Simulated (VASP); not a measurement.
Crystal: TiO.

```
Ti O
1.0
     4.98909    0.00000    0.00000
    -2.49454    4.32068    0.00000
     0.00000    0.00000    2.87331
Ti O
3 3
Direct
  0.66667 0.33333 0.50000
  0.33333 0.66667 0.50000
  0.00000 0.00000 0.00000
  0.60556 0.60556 0.00000
  0.39444 0.00000 0.00000
  0.00000 0.39444 0.00000
```

* Program: VASP 6.6.1
* Task: relaxation of cell and atoms
* Functional: PBEsol
* Potentials or basis: VASP PAW PBE potentials, release 64 (Ti_sv, O)
* Cutoff: 600 eV
* k mesh: 3 × 3 × 2
* Occupations: gaussian, width 0.1 eV
* Spin: no spin polarisation

At the start: pressure -7.2 GPa; volume 10.32 Å³/atom.

Task: How do energy, volume and symmetry change on relaxing?

Result: Over 8 steps the energy falls by 38.6 meV/atom and the volume is 9.95 Å³/atom (-3.6 %); space group P-62m (No. 189, to 0.05 Å).

Step by step:
```csv
step,energy change (eV),largest force (eV/Å),pressure (GPa),volume (Å³)
1,0.0000,0.2085,-7.24,61.94
2,-0.1794,0.0532,8.78,57.77
3,-0.2038,0.1055,4.25,58.77
4,-0.2228,0.0856,-1.81,60.15
5,-0.2314,0.0259,0.25,59.65
6,-0.2315,0.0097,-0.12,59.74
7,-0.2315,0.0131,-0.04,59.73
8,-0.2316,0.0042,0.00,59.72
```

Final structure:
```
Ti O
1.0
     5.03793    0.00000    0.00000
    -2.51897    4.36298    0.00000
     0.00000    0.00000    2.71678
Ti O
3 3
Direct
  0.66667 0.33333 0.50000
  0.33333 0.66667 0.50000
  0.00000 0.00000 0.00000
  0.60349 0.60349 0.00000
  0.39651 0.00000 0.00000
  0.00000 0.39651 0.00000
```

Caveat: the k points lie up to 1.16 Å⁻¹ apart in the final cell; the PAW data sets were made with another functional, which shifts forces and pressure a little.
